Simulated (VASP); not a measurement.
# TiN (Fm-3m) in VASP: a series of runs

TiN is run at these levels: r2SCAN+U; tasks: single point.

Program: VASP 6.6.1. These are calculated values, not measurements. Logs are shortened: lines on timing, memory, paths and dates and some standing lists are left out, and cuts for length are marked.

**1. The cell of the first run**

Symmetry: Fm-3m, No. 225, cubic system. The conventional cell has a = 4.225 Å, b = 4.225 Å, c = 4.225 Å, α = 90.00°, β = 90.00°, γ = 90.00°. Within 2.8 Å of Ti (site symmetry m-3m) lie 6 N at 2.11 Å. Within 2.8 Å of N (site symmetry m-3m) lie 6 Ti at 2.11 Å.

**2. Single point, r2SCAN+U, collinear spin, ferromagnetic start**

Input file POSCAR:

```
TiN
1.0
    0.0000000000      2.1125000000      2.1125000000
    2.1125000000      0.0000000000      2.1125000000
    2.1125000000      2.1125000000      0.0000000000
Ti N
1 1
Direct
    0.0000000000      0.0000000000      0.0000000000
    0.5000000000      0.5000000000      0.5000000000
```

Input file INCAR.step1:

```
SYSTEM = TiN
ALGO = Normal ; EDIFF = 1E-4
ENCUT = 520 ; GGA = PE
ISMEAR = 1 ; ISPIN = 2
LASPH = .True. ; LCHARG = .False.
LDAU = .True. ; LDAUJ = 0 0
LDAUL = 2 -1 ; LDAUTYPE = 2
LDAUU = 3 0 ; LMAXMIX = 4
LREAL = .False. ; LWAVE = .True.
MAGMOM = 1 0 ; NBANDS = 20
NELM = 150 ; PREC = Accurate
SIGMA = 0.05
```

Input file INCAR.step2:

```
SYSTEM = TiN
ALGO = Normal ; EDIFF = 1E-7
ENCUT = 520 ; ISIF = 2
ISMEAR = 1 ; ISPIN = 2
ISTART = 1 ; LASPH = .True.
LCHARG = .False. ; LDAU = .True.
LDAUJ = 0 0 ; LDAUL = 2 -1
LDAUPRINT = 1 ; LDAUTYPE = 2
LDAUU = 3 0 ; LMAXMIX = 4
LMIXTAU = .True. ; LORBIT = 11
LREAL = .False. ; LWAVE = .False.
MAGMOM = 1 0 ; METAGGA = R2SCAN
NBANDS = 20 ; NELM = 150
PREC = Accurate ; SIGMA = 0.05
```

Input file KPOINTS:

```
k-points
0
Gamma
  8 8 8
  0 0 0
```

Potentials or basis: VASP PAW PBE potentials, release 64 (Ti_sv, N).

Run with:

```sh
$ cat potpaw_PBE.64/Ti_sv/POTCAR potpaw_PBE.64/N/POTCAR > POTCAR
$ cp INCAR.step1 INCAR
$ mpirun -np 1 vasp_std > vasp.out
$ cp INCAR.step2 INCAR
$ mpirun -np 1 vasp_std > vasp.out
```

OUTCAR:

```text
SYSTEM = TiN
   EDIFF = 1E-7
   ENCUT = 520
   ISIF = 2
   ISMEAR = 1
   ISPIN = 2
   ISTART = 1
   LASPH = .True.
   LORBIT = 11
   LREAL = .False.
   METAGGA = R2SCAN
   NELM = 150
   PREC = Accurate

 ion  position               nearest neighbor table
   1  0.000  0.000  0.000-   2 2.11   2 2.11   2 2.11   2 2.11   2 2.11   2 2.11
   2  0.500  0.500  0.500-   1 2.11   1 2.11   1 2.11   1 2.11   1 2.11   1 2.11

  LATTYP: Found a face centered cubic cell.
 ALAT       =     4.2250000000

  Lattice vectors:

 A1 = (   0.0000000000,   2.1125000000,   2.1125000000)
 A2 = (   2.1125000000,   0.0000000000,   2.1125000000)
 A3 = (   2.1125000000,   2.1125000000,   0.0000000000)

Analysis of symmetry for initial positions (statically):
=====================================================================
 Subroutine PRICEL returns:
 Original cell was already a primitive cell.

 Routine SETGRP: Setting up the symmetry group for a
 face centered cubic supercell.

 Subroutine GETGRP returns: Found 48 space group operations
 (whereof 48 operations were pure point group operations)
 out of a pool of 48 trial point group operations.

The static configuration has the point symmetry O_h .

Analysis of symmetry for dynamics (positions and initial velocities):
=====================================================================
 Subroutine PRICEL returns:
 Original cell was already a primitive cell.

 Routine SETGRP: Setting up the symmetry group for a
 face centered cubic supercell.

 Subroutine GETGRP returns: Found 48 space group operations
 (whereof 48 operations were pure point group operations)
 out of a pool of 48 trial point group operations.

The dynamic configuration has the point symmetry O_h .

Analysis of structural, dynamic, and magnetic symmetry:
=====================================================================
 Subroutine PRICEL returns:
 Original cell was already a primitive cell.

 Routine SETGRP: Setting up the symmetry group for a
 face centered cubic supercell.

 Subroutine GETGRP returns: Found 48 space group operations
 (whereof 48 operations were pure point group operations)
 out of a pool of 48 trial point group operations.

The overall configuration has the point symmetry O_h .

 Subroutine INISYM returns: Found 48 space group operations
 (whereof 48 operations are pure point group operations),
 and found     1 'primitive' translations

----------------------------------------------------------------------------------------

                                     Primitive cell

  volume of cell :      18.8547

  direct lattice vectors                    reciprocal lattice vectors
     0.000000000  2.112500000  2.112500000    -0.236686391  0.236686391  0.236686391
     2.112500000  0.000000000  2.112500000     0.236686391 -0.236686391  0.236686391
     2.112500000  2.112500000  0.000000000     0.236686391  0.236686391 -0.236686391

  length of vectors
     2.987526151  2.987526151  2.987526151     0.409952854  0.409952854  0.409952854

  position of ions in fractional coordinates (direct lattice)
     0.000000000  0.000000000  0.000000000
     0.500000000  0.500000000  0.500000000

  ion indices of the primitive-cell ions
   primitive index   ion index
                 1           1
                 2           2

----------------------------------------------------------------------------------------

 KPOINTS: k-points

Automatic generation of k-mesh.
 Grid dimensions read from file:
 generate k-points for:    8    8    8

 Generating k-lattice:

  Cartesian coordinates                     Fractional coordinates (reciprocal lattice)
    -0.029585799  0.029585799  0.029585799     0.125000000  0.000000000  0.000000000
     0.029585799 -0.029585799  0.029585799     0.000000000  0.125000000  0.000000000
     0.029585799  0.029585799 -0.029585799     0.000000000  0.000000000  0.125000000

  Length of vectors
     0.051244107  0.051244107  0.051244107

  Shift w.r.t. Gamma in fractional coordinates (k-lattice)
     0.000000000  0.000000000  0.000000000

 Subroutine IBZKPT returns following result:
 ===========================================

 Found     29 irreducible k-points:

 Following reciprocal coordinates:
            Coordinates               Weight
  0.000000  0.000000  0.000000      1.000000
  0.125000  0.000000  0.000000      8.000000
  0.250000  0.000000  0.000000      8.000000
  0.375000  0.000000  0.000000      8.000000
  0.500000  0.000000  0.000000      4.000000
  0.125000  0.125000  0.000000      6.000000
[... 16 lines left out ...]
  0.500000  0.250000  0.125000     48.000000
 -0.375000  0.250000  0.125000     24.000000
 [... further k-points ...]
   k-points           NKPTS =     29   k-points in BZ     NKDIM =     29   number of bands    NBANDS=     20
   number of dos      NEDOS =    301   number of ions     NIONS =      2
   total plane-waves  NPLWV =  13824
   dimension x,y,z NGX =    24 NGY =   24 NGZ =   24
   dimension x,y,z NGXF=    48 NGYF=   48 NGZF=   48
   ions per type =               1   1
   NGX,Y,Z   is equivalent  to a cutoff of  13.36, 13.36, 13.36 a.u.
   NGXF,Y,Z  is equivalent  to a cutoff of  26.71, 26.71, 26.71 a.u.
 SYSTEM =  TiN
   PREC   = accura    normal or accurate (medium, high low for compatibility)
   ISTART =      1    job   : 0-new  1-cont  2-samecut
   ICHARG =      0    charge: 1-file 2-atom 10-const
   ISPIN  =      2    spin polarized calculation?
   LNONCOLLINEAR =      F non collinear calculations
   LSORBIT =      F    spin-orbit coupling
   LASPH  =      T    aspherical Exc in radial PAW
   ENCUT  =  520.0 eV  38.22 Ry    6.18 a.u.   5.55  5.55  5.55*2*pi/ulx,y,z
   NELM   =    150;   NELMIN=  2; NELMDL=  0     # of ELM steps
   EDIFF  = 0.1E-06   stopping-criterion for ELM
   LREAL  =      F    real-space projection
   EDIFFG = 0.1E-05   stopping-criterion for IOM
   NSW    =      0    number of steps for IOM
   IBRION =     -1    ionic relax: 0-MD 1-quasi-New 2-CG
   NFREE  =      0    steps in history (QN), initial steepest desc. (CG)
   ISIF   =      2    stress and relaxation
   ISYM   =      2    0-nonsym 1-usesym 2-fastsym
   POTIM  = 0.5000    time-step for ionic-motion
   TEBEG  =    0.0;   TEEND  =   0.0 temperature during run
   PSTRESS=    0.0 pullay stress
   NELECT =      17.0000    total number of electrons
   NUPDOWN=      -1.0000    fix difference up-down
   EMIN   =  10.00;   EMAX   =-10.00  energy-range for DOS
   EFERMI =   0.00;   METHOD = LEGACY
   ISMEAR =     1;   SIGMA  =   0.05  broadening in eV -4-tet -1-fermi 0-gaus
   EFERMI_NEDOS =   21; number of points for ismear=-14 and -15
   IALGO  =     38    algorithm
   IMIX   =      4    mixing-type and parameters
     AMIX     =   0.40;   BMIX     =  1.00
     AMIX_MAG =   1.60;   BMIX_MAG =  1.00
  volume/ion in A,a.u.               =       9.43        63.62
  Fermi-wavevector in a.u.,A,eV,Ry     =   1.581555  2.988706 34.032492  2.501318
  Thomas-Fermi vector in A             =   2.681613
   LORBIT       =     11    0 simple, 1 ext, 2 COOP (PROOUT), +10 PAW based schemes
 LDA+U is selected, type is set to LDAUTYPE =  2
   angular momentum for each species LDAUL =     2   -1
   U (eV)           for each species LDAUU =   3.0  0.0
   J (eV)           for each species LDAUJ =   0.0  0.0
   METAGGA = R2SCAN    functional components
   LHFCALC =     F    Hartree Fock is set to
   AEXX    =    0.0000 exact exchange contribution
   IVDW    =     0    specifies the selected vdW correction
   LEPSILON=     F    determine dielectric tensor
   LRPA    =     F    only Hartree local field effects (RPA)
 spin polarized calculation
 Methfessel and Paxton  Order N= 1 SIGMA  =   0.05
  energy-cutoff  :      520.00
  volume of cell :       18.85
 maximum number of plane-waves:       531
 NGX is ok and might be reduce to    24
   NGX = 11   NGY = 11   NGZ = 11

atom =   1  type =  1  l = 2

 onsite density matrix

spin component  1

  0.2068  0.0000  0.0000  0.0000 -0.0000
  0.0000  0.2068 -0.0000  0.0000 -0.0000
  0.0000 -0.0000  0.1976 -0.0000  0.0000
  0.0000  0.0000 -0.0000  0.2068  0.0000
 -0.0000 -0.0000  0.0000  0.0000  0.1976

spin component  2

  0.1583  0.0000  0.0000  0.0000 -0.0000
  0.0000  0.1583 -0.0000  0.0000 -0.0000
  0.0000 -0.0000  0.1954 -0.0000  0.0000
  0.0000  0.0000 -0.0000  0.1583  0.0000
 -0.0000 -0.0000  0.0000  0.0000  0.1954

 occupancies and eigenvectors

  o =  0.1583  v =  0.0000  0.0000  0.0000  0.0000  0.0000  1.0000  0.0000  0.0000  0.0000  0.0000      0.0000  0.0000  0.0000  0.0000  0.0000  0.0000  0.0000  0.0000  0.0000  0.0000
  o =  0.1583  v =  0.0000  0.0000  0.0000  0.0000  0.0000  0.0000 -0.6264  0.0000  0.7795  0.0000      0.0000  0.0000  0.0000  0.0000  0.0000  0.0000  0.0000  0.0000  0.0000  0.0000
  o =  0.1583  v =  0.0000  0.0000  0.0000  0.0000  0.0000  0.0000 -0.7795 -0.0000 -0.6264 -0.0000      0.0000  0.0000  0.0000  0.0000  0.0000  0.0000  0.0000  0.0000  0.0000  0.0000
  o =  0.1954  v =  0.0000  0.0000  0.0000  0.0000  0.0000  0.0000 -0.0000  0.0345  0.0000 -0.9994      0.0000  0.0000  0.0000  0.0000  0.0000  0.0000  0.0000  0.0000  0.0000  0.0000
  o =  0.1954  v =  0.0000  0.0000  0.0000  0.0000  0.0000  0.0000  0.0000  0.9994 -0.0000  0.0345      0.0000  0.0000  0.0000  0.0000  0.0000  0.0000  0.0000  0.0000  0.0000  0.0000
  o =  0.1976  v =  0.0000 -0.0000  0.0162 -0.0000 -0.9999  0.0000  0.0000  0.0000  0.0000  0.0000      0.0000  0.0000  0.0000  0.0000  0.0000  0.0000  0.0000  0.0000  0.0000  0.0000
  o =  0.1976  v =  0.0000 -0.0000  0.9999  0.0000  0.0162  0.0000  0.0000  0.0000  0.0000  0.0000      0.0000  0.0000  0.0000  0.0000  0.0000  0.0000  0.0000  0.0000  0.0000  0.0000
  o =  0.2068  v =  1.0000  0.0000  0.0000  0.0000  0.0000  0.0000  0.0000  0.0000  0.0000  0.0000      0.0000  0.0000  0.0000  0.0000  0.0000  0.0000  0.0000  0.0000  0.0000  0.0000
  o =  0.2068  v =  0.0000 -0.5827 -0.0000  0.8127 -0.0000  0.0000  0.0000  0.0000  0.0000  0.0000      0.0000  0.0000  0.0000  0.0000  0.0000  0.0000  0.0000  0.0000  0.0000  0.0000
  o =  0.2068  v =  0.0000 -0.8127  0.0000 -0.5827  0.0000  0.0000  0.0000  0.0000  0.0000  0.0000      0.0000  0.0000  0.0000  0.0000  0.0000  0.0000  0.0000  0.0000  0.0000  0.0000

 number of electron      17.0000000 magnetization       0.1891761

 Free energy of the ion-electron system (eV)
  ---------------------------------------------------
  ext. energy  EPLUGINS =         0.00000000
  ---------------------------------------------------
  free energy    TOTEN  =       -23.66687056 eV

  energy without entropy =      -23.66698522  energy(sigma->0) =      -23.66690878

 E-fermi :  12.3806     XC(G=0): -13.9640

 val. band max:       12.2998654548   @ k =   0.1250   0.0000   0.0000
 cond. band min:      12.4092559814   @ k =   0.5000   0.2500   0.1250
 fundamental gap:      0.1093905266
 Fermi energy:        12.3805844445

 spin component 1

 k-point     1 :       0.0000    0.0000    0.0000
  band No.  band energies     occupation
      1     -48.9978      1.00000
      2     -23.9044      1.00000
      3     -23.9044      1.00000
      4     -23.9044      1.00000
      5      -6.3909      1.00000
      6       9.6169      1.00000
[... 12 lines left out ...]
     19      40.3647      0.00000
[... 513 lines left out ...]
      4     -24.0156      1.00000
      5      -4.1500      1.00000
      6       4.3486      1.00000
[... 12 lines left out ...]
     19      36.2612      0.00000
     20      40.3171      0.00000

 [... further k-points ...]

 spin component 2

 k-point     1 :       0.0000    0.0000    0.0000
  band No.  band energies     occupation
      1     -48.8035      1.00000
      2     -23.7089      1.00000
      3     -23.7088      1.00000
      4     -23.7088      1.00000
      5      -6.3513      1.00000
      6       9.6333      1.00000
[... 12 lines left out ...]
     19      40.4414      0.00000
[... 513 lines left out ...]
      4     -23.8197      1.00000
      5      -4.1252      1.00000
      6       4.4483      1.00000
[... 12 lines left out ...]
     19      36.3841      0.00000
     20      40.3773      0.00000

 [... further k-points ...]
[... 5 lines left out ...]
  --------------------------------------------------------------------------------------
  -------------------------------------------------------------------------------------
  Total        1.5413261      1.5413261      1.5413261      0.0000000     -0.0000000      0.0000000
  in kB      130.9739605    130.9739605    130.9739605      0.0000000     -0.0000000      0.0000000
  external PRESSURE =     130.9739605 kB  Pullay stress =       0.0000000 kB

 VOLUME and BASIS-vectors are now :
 -----------------------------------------------------------------------------
  energy-cutoff  :      520.00
  volume of cell :       18.85
      direct lattice vectors                 reciprocal lattice vectors
     0.000000000  2.112500000  2.112500000    -0.236686391  0.236686391  0.236686391
     2.112500000  0.000000000  2.112500000     0.236686391 -0.236686391  0.236686391
     2.112500000  2.112500000  0.000000000     0.236686391  0.236686391 -0.236686391

 POSITION                                       TOTAL-FORCE (eV/Angst)
 -----------------------------------------------------------------------------------
      0.00000      0.00000      0.00000         0.000000     -0.000000      0.000000
      2.11250      2.11250      2.11250        -0.000000      0.000000     -0.000000
 -----------------------------------------------------------------------------------
    total drift:                                0.000000     -0.000000     -0.000000

  FREE ENERGIE OF THE ION-ELECTRON SYSTEM (eV)
  ---------------------------------------------------
  free  energy   TOTEN  =       -23.6668705597 eV

  energy  without entropy=      -23.6669852204  energy(sigma->0) =      -23.66690878

 total charge

# of ion       s       p       d       tot
------------------------------------------
    1        2.190   6.247   1.853  10.290
    2        1.255   2.575   0.000   3.830
--------------------------------------------------
tot          3.445   8.822   1.853  14.120

 magnetization (x)

# of ion       s       p       d       tot
------------------------------------------
    1        0.002   0.001   0.149   0.152
    2        0.000   0.004   0.000   0.005
--------------------------------------------------
tot          0.002   0.005   0.149   0.156
```

Run time: 79 s. Hardware: 1 thread of Intel Xeon 6975P-C, shared host; peak memory 0.17 GiB.

Results:

| Item | Value |
| --- | --- |
| Free energy | -23.6669 eV |
| Pressure | 13.1 GPa |
| Net moment | 0.19 μB per cell |
| Site moments | Ti +0.15; N +0.01 μB |
| Valence electrons inside the program's atomic spheres | Ti 10.29; N 3.83 |

Eigenvalues of the final occupation matrices:
| site | spin | trace | eigenvalues |
| --- | --- | --- | --- |
| site 1 d | 1 | 1.02 | 0.20 0.20 0.21 0.21 0.21 |
| site 1 d | 2 | 0.87 | 0.16 0.16 0.16 0.20 0.20 |

Caveat: the PAW data sets were made with another functional, which shifts forces and pressure a little. The state reached can hang on the start; a lower one may exist.

**3. Single point, r2SCAN+U, collinear spin, ferromagnetic start**

POSCAR is that of step 2.

Input file INCAR.step1:

```
PREC = Accurate ; ENCUT = 520
ISMEAR = -1 ; SIGMA = 0.1
LREAL = F ; LASPH = T
NELM = 150 ; ISPIN = 2
MAGMOM = 1 0 ; LMAXMIX = 4
LDAU = T ; LDAUTYPE = 2
LDAUL = 2 -1 ; LDAUU = 3 0
LDAUJ = 0 0 ; NBANDS = 20
GGA = PE ; ALGO = Normal
EDIFF = 1E-4 ; LWAVE = T
LCHARG = F
```

Input file INCAR.step2:

```
PREC = Accurate ; ENCUT = 520
EDIFF = 1E-6 ; ISMEAR = -1
SIGMA = 0.1 ; LREAL = F
LASPH = T ; NELM = 150
ALGO = Normal ; ISIF = 2
LWAVE = F ; LCHARG = T
ISPIN = 2 ; MAGMOM = 1 0
LORBIT = 11 ; LMAXMIX = 4
LDAU = T ; LDAUTYPE = 2
LDAUL = 2 -1 ; LDAUU = 3 0
LDAUJ = 0 0 ; LDAUPRINT = 1
METAGGA = R2SCAN ; LMIXTAU = T
LELF = T ; LVHAR = T
NBANDS = 20 ; ISTART = 1
```

Input file KPOINTS:

```
regular mesh
0
Gamma
  8 8 8
```

Potentials or basis: VASP PAW PBE potentials, release 64 (Ti_sv, N).

Run with:

```sh
$ cat potpaw_PBE.64/Ti_sv/POTCAR potpaw_PBE.64/N/POTCAR > POTCAR
$ cp INCAR.step1 INCAR
$ mpirun -np 1 vasp_std > vasp.out
$ cp INCAR.step2 INCAR
$ mpirun -np 1 vasp_std > vasp.out
```

Wall time 60 s (1 thread of Intel Xeon 6975P-C, shared host); peak memory 0.17 GiB.

The run converged. Its results:

```yaml
Free_energy: -23.6824 eV
Pressure: 13.1 GPa
Net_moment: 0.00 μB per cell
Valence_electrons_inside_the_program's_atomic_spheres: Ti 10.29; N 3.83
```

Levels at points of the mesh, in eV from the Fermi level:
Spin up:
| k point | band 5 | band 6 | band 7 | band 8 | band 9 | band 10 | band 11 | band 12 | band 13 | band 14 |
| --- | --- | --- | --- | --- | --- | --- | --- | --- | --- | --- |
| (0.00, 0.00, 0.00) | -18.69 | -2.69 | -2.69 | -2.69 | -0.56 | -0.56 | -0.56 | 0.67 | 0.67 | 5.55 |
| (0.50, 0.00, 0.00) | -16.18 | -8.89 | -6.09 | -6.09 | 1.87 | 1.87 | 2.50 | 5.99 | 5.99 | 6.00 |
| (0.50, 0.50, 0.00) | -17.19 | -6.72 | -3.97 | -3.97 | -3.16 | 1.78 | 2.60 | 2.60 | 3.82 | 10.79 |
Spin down:
```tsv
k point	band 7	band 8	band 9	band 10	band 11	band 12
(0.00, 0.00, 0.00)	-2.69	-2.69	-0.56	-0.56	-0.56	0.67
(0.50, 0.00, 0.00)	-6.09	-6.09	1.87	1.87	2.50	5.99
(0.50, 0.50, 0.00)	-3.97	-3.97	-3.16	1.78	2.60	2.60
```

Eigenvalues of the final occupation matrices:
| site | spin | trace | eigenvalues |
| --- | --- | --- | --- |
| site 1 d | 1 | 0.94 | 0.18 0.18 0.18 0.20 0.20 |
| site 1 d | 2 | 0.94 | 0.18 0.18 0.18 0.20 0.20 |

Caveat: the PAW data sets were made with another functional, which shifts forces and pressure a little. The state reached can hang on the start; a lower one may exist.

**4. Single point, r2SCAN+U, collinear spin, ferromagnetic start**

POSCAR is that of step 3.

Input file INCAR.step1:

```
ALGO = Normal
EDIFF = 1E-4
ENCUT = 520
GGA = PE
ISMEAR = 1
ISPIN = 2
LASPH = T
LCHARG = F
LDAU = T
LDAUJ = 0 0
LDAUL = 2 -1
LDAUTYPE = 2
LDAUU = 3 0
LMAXMIX = 4
LREAL = F
LWAVE = T
MAGMOM = 1 0
NBANDS = 20
NELM = 150
PREC = Accurate
SIGMA = 0.05
```

Input file INCAR.step2:

```
ALGO = Normal
EDIFF = 1E-6
ENCUT = 520
ISIF = 2
ISMEAR = 1
ISPIN = 2
ISTART = 1
LASPH = T
LCHARG = T
LDAU = T
LDAUJ = 0 0
LDAUL = 2 -1
LDAUPRINT = 1
LDAUTYPE = 2
LDAUU = 3 0
LELF = T
LMAXMIX = 4
LMIXTAU = T
LORBIT = 11
LREAL = F
LVHAR = T
LWAVE = F
MAGMOM = 1 0
METAGGA = R2SCAN
NBANDS = 20
NELM = 150
PREC = Accurate
SIGMA = 0.05
```

Input file KPOINTS:

```
k-points
0
Gamma
  8 8 8
```

Run with:

```sh
$ cat potpaw_PBE.64/Ti_sv/POTCAR potpaw_PBE.64/N/POTCAR > POTCAR
$ cp INCAR.step1 INCAR
$ mpirun -np 1 vasp_std > vasp.out
$ cp INCAR.step2 INCAR
$ mpirun -np 1 vasp_std > vasp.out
```

Run time: 48 s. Hardware: 1 thread of Intel Xeon 6975P-C, shared host; peak memory 0.17 GiB.

Results (log left out):

* Free energy: -23.6669 eV
* Pressure: 13.1 GPa
* Net moment: 0.19 μB per cell
* Site moments: Ti +0.15; N +0.01 μB
* Valence electrons inside the program's atomic spheres: Ti 10.29; N 3.83

Levels at points of the mesh, in eV from the Fermi level:
Spin up:
```csv
k point,band 6,band 7,band 8,band 9,band 10,band 11,band 12,band 13
"(0.00, 0.00, 0.00)",-2.76,-2.76,-2.76,-0.81,-0.81,-0.81,0.56,0.56
"(0.50, 0.00, 0.00)",-9.01,-6.18,-6.18,1.62,1.62,2.27,5.87,5.89
"(0.50, 0.50, 0.00)",-6.80,-4.05,-4.05,-3.39,1.68,2.33,2.33,3.72
```
Spin down:
| k point | band 6 | band 7 | band 8 | band 9 | band 10 | band 11 |
| --- | --- | --- | --- | --- | --- | --- |
| (0.00, 0.00, 0.00) | -2.75 | -2.75 | -2.75 | -0.44 | -0.44 | -0.44 |
| (0.50, 0.00, 0.00) | -8.90 | -6.12 | -6.12 | 2.00 | 2.00 | 2.60 |
| (0.50, 0.50, 0.00) | -6.75 | -4.02 | -4.02 | -3.06 | 1.76 | 2.75 |

Eigenvalues of the final occupation matrices:
```csv
site,spin,trace,eigenvalues
site 1 d,1,1.02,0.20 0.20 0.21 0.21 0.21
site 1 d,2,0.87,0.16 0.16 0.16 0.20 0.20
```

Caveat: the PAW data sets were made with another functional, which shifts forces and pressure a little.
